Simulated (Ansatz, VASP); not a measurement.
## Al: VASP beside Ansatz

```
Al
1.0
    -1.60644    1.60644   -1.60644
    -1.60644   -1.60644    1.60644
    -0.96386    6.42576    6.42576
Al
4
Direct
  0.73750 0.73750 0.87500
  0.46250 0.46250 0.12500
  0.88750 0.88750 0.37500
  0.31250 0.31250 0.62500
```

Alike in both runs: task single point; functional PBEsol; k mesh 22 × 22 × 7; occupations gaussian, width 0.15 eV; no spin polarisation.

|  | VASP | Ansatz |
| --- | --- | --- |
| version | VASP 6.6.1 | Ansatz 0.2.0 |
| potentials or method | VASP PAW PBE potentials, release 64 (Al), cutoff 520 eV | scalar-relativistic, plane waves, PAW |
| valence electrons in the cell | 12 | 12 |

Ansatz gave:

```
gap on the k mesh at the Fermi level (eV)                     : none
pressure (GPa)                                                : 3.0
traceless stress, the component that is largest in VASP (GPa) : 4.18
rms of the force components (eV/Å)                            : 0.738
```

Estimate VASP's values.

gap on the k mesh at the Fermi level (eV): none; pressure (GPa): 3.1; traceless stress, the component that is largest in VASP (GPa): 4.20; rms of the force components (eV/Å): 0.742.

VASP's potentials were made for PBE, not for PBEsol. Atom by atom the forces differ by 0.004 eV/Å (rms over components). A gap of «none» marks a metal or a gap that the smearing closes. The functional is the same, so the differences come from potentials, cutoffs and numerics.
